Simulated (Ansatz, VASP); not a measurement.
## Two plane-wave programs on La2S

```
La S
1.0
    -1.80532    1.80532    6.75380
     1.80532   -1.80532    6.75380
     1.80532    1.80532   -6.75380
La S
2 1
Direct
  0.62719 0.62719 0.00000
  0.37281 0.37281 0.00000
  0.00000 0.00000 0.00000
```

Change from the starting cell: species swapped into the LuAg2 type (I4/mmm, No. 139).

Alike in both runs: functional PBE; k mesh 18 × 18 × 18; occupations gaussian, width 0.1 eV; no spin polarisation.

Ansatz relaxed the structure, and its values are those at the end. VASP's run is a single point on that final structure, the one shown.

|  | VASP | Ansatz |
| --- | --- | --- |
| version | VASP 6.6.1 | Ansatz 0.2.0 |
| potentials or method | VASP PAW PBE potentials, release 64 (La, S), cutoff 520 eV | scalar-relativistic, plane waves, PAW |
| valence electrons in the cell | 28 | 28 |

|  | VASP | Ansatz | Ansatz less VASP |
| --- | --- | --- | --- |
| gap on the k mesh at the Fermi level (eV) | none | none | - |
| pressure (GPa) | -0.1 | 0.0 | +0.06 |

A gap of «none» marks a metal or a gap that the smearing closes. The functional is the same, so the differences come from potentials, cutoffs and numerics.

Spin-orbit coupling is off throughout.
